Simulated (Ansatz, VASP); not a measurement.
**Hg2O: VASP beside Ansatz**

```
Hg O
1.0
    -1.54481    1.54481    5.33721
     1.54481   -1.54481    5.33721
     1.54481    1.54481   -5.33721
Hg O
2 1
Direct
  0.35936 0.35936 0.00000
  0.64064 0.64064 0.00000
  0.00000 0.00000 0.00000
```

Change from the starting cell: species swapped into the Si2W type (I4/mmm, No. 139).

Alike in both runs: functional PBE; k mesh 20 × 20 × 20; occupations gaussian, width 0.1 eV; no spin polarisation.

Ansatz relaxed the structure, and its values are those at the end. VASP's run is a single point on that final structure, the one shown.

|  | VASP | Ansatz |
| --- | --- | --- |
| version | VASP 6.6.1 | Ansatz 0.2.0 |
| potentials or method | VASP PAW PBE potentials, release 64 (Hg, O), cutoff 520 eV | scalar-relativistic, plane waves, PAW |
| valence electrons in the cell | 30 | 46 |

|  | VASP | Ansatz | Ansatz less VASP |
| --- | --- | --- | --- |
| gap on the k mesh at the Fermi level (eV) | none | none | - |
| pressure (GPa) | 0.6 | 0.0 | -0.62 |
| rms of the force components (eV/Å) | 0.013 | 0.000 | -0.0128 |

A gap of «none» marks a metal or a gap that the smearing closes. VASP's potentials hold 30 valence electrons a cell and Ansatz's 46, so a difference there can come from the potentials and not from the codes.

Neither program's run includes spin-orbit coupling.
